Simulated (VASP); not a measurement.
**CdTe: single point with PBE**

Crystal: CdTe.

```
Cd Te
1.0
     4.32939    0.00000    0.00000
    -2.16470    3.74936    0.00000
     0.00000    0.00000   10.61590
Cd Te
3 3
Direct
  0.00000 0.00000 0.00000
  0.33333 0.66667 0.33333
  0.66667 0.33333 0.66667
  0.66667 0.33333 0.16667
  0.00000 0.00000 0.50000
  0.33333 0.66667 0.83333
```

| Item | Value |
| --- | --- |
| Program | VASP 6.6.1 |
| Task | single point |
| Functional | PBE |
| Potentials or basis | VASP PAW PBE potentials, release 64 (Cd, Te) |
| Cutoff | 500 eV |
| k mesh | 12 × 12 × 4 |
| Occupations | gaussian, width 0.1 eV |
| Spin | no spin polarisation |

- Pressure: 0.1 GPa
- Band gap on the k mesh: zero (bands 27 and 28 overlap by 0.79 eV)

Levels at points of the mesh, in eV from the Fermi level:
| k point | band 23 | band 24 | band 25 | band 26 | band 27 | band 28 | band 29 | band 30 | band 31 | band 32 |
| --- | --- | --- | --- | --- | --- | --- | --- | --- | --- | --- |
| (0.00, 0.00, 0.00) | -0.40 | -0.12 | -0.12 | -0.12 | -0.12 | 0.33 | 2.84 | 2.84 | 4.64 | 4.64 |
| (0.50, 0.00, 0.00) | -1.98 | -1.27 | -1.27 | -1.23 | -0.68 | -0.68 | 2.10 | 2.10 | 4.33 | 4.40 |
| (0.00, 0.00, 0.50) | -0.32 | -0.32 | -0.32 | 0.00 | 0.00 | 2.06 | 2.06 | 2.78 | 4.05 | 4.05 |
| (0.50, 0.00, 0.50) | -2.63 | -1.61 | -1.61 | 0.00 | 0.00 | 0.26 | 0.26 | 2.77 | 4.04 | 4.05 |

It took 7.5 min on 1 thread of Intel Xeon 8259CL, with other jobs on the host, peak memory 0.48 GiB.

Caveat: semilocal functionals underestimate gaps, so a narrow gap can read as zero; spin-orbit coupling is left out, which moves the levels of the heavy elements.
